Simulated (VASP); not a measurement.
Crystal: Tl.

```
CELL_PARAMETERS angstrom
0.00000 2.41121 2.41121
2.41121 0.00000 2.41121
2.41121 2.41121 0.00000
ATOMIC_POSITIONS crystal
Tl 0.00000 0.00000 0.00000
```

```yaml
Program: VASP 6.6.1
Task: relaxation of cell and atoms
Functional: r2SCAN
Potentials_or_basis: VASP PAW PBE potentials, release 64 (Tl_d)
Cutoff: 600 eV
k_mesh: 11 × 11 × 11
Occupations: fermi-dirac, width 0.1 eV
Spin: no spin polarisation
```

At the start: pressure 2.5 GPa; volume 28.04 Å³/atom.

How do energy, volume and symmetry change on relaxing?

Over 3 steps the energy falls by 14.1 meV/atom and the volume is 29.95 Å³/atom (+6.8 %); space group Fm-3m (No. 225, to 0.05 Å).

Step by step:
```
step  energy change (eV)  largest force (eV/Å)  pressure (GPa)  volume (Å³)
   1              0.0000                0.0000            2.53        28.04
   2             -0.0141                0.0000            0.08        29.87
   3             -0.0141                0.0000            0.01        29.95
```

Final structure:
```yaml
crystal:
  lattice:
    - [0.00000, 2.46477, 2.46477]
    - [2.46477, 0.00000, 2.46477]
    - [2.46477, 2.46477, 0.00000]
  atoms:
    - { symbol: Tl, position: [0.00000, 0.00000, 0.00000] }
```

Caveat: the PAW data sets were made with another functional, which shifts forces and pressure a little.
